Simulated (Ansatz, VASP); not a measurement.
K4CuPb: VASP beside Ansatz

```
CELL_PARAMETERS angstrom
0.00000 4.93380 4.93380
4.93380 0.00000 4.93380
4.93380 4.93380 0.00000
ATOMIC_POSITIONS crystal
K 0.87558 0.37481 0.37481
K 0.37481 0.37481 0.37481
K 0.37481 0.87558 0.37481
K 0.37481 0.37481 0.87558
Cu 0.00000 0.00000 0.00000
Pb 0.75000 0.75000 0.75000
```

Change from the starting cell: species swapped into the ErCu4Ag type (F-43m, No. 216).

Alike in both runs: functional PBE; k mesh 4 × 4 × 4; occupations gaussian, width 0.1 eV; no spin polarisation.

Ansatz relaxed the structure, and its values are those at the end. VASP's run is a single point on that final structure, the one shown.

```csv
,VASP,Ansatz
version,VASP 6.6.1,Ansatz 0.2.0
potentials or method,"VASP PAW PBE potentials, release 64 (K_sv, Cu, Pb_d), cutoff 520 eV","scalar-relativistic, plane waves, PAW"
valence electrons in the cell,61,69
```

```tsv
	VASP	Ansatz	Ansatz less VASP
gap on the k mesh at the Fermi level (eV)	none	none	-
pressure (GPa)	0.3	0.4	+0.01
rms of the force components (eV/Å)	0.000	0.004	+0.0040
```

A gap of «none» marks a metal or a gap that the smearing closes. The functional is the same, so the differences come from potentials, cutoffs and numerics. VASP's potentials hold 61 valence electrons a cell and Ansatz's 69, so a difference there can come from the potentials and not from the codes.

Spin-orbit coupling is off throughout.
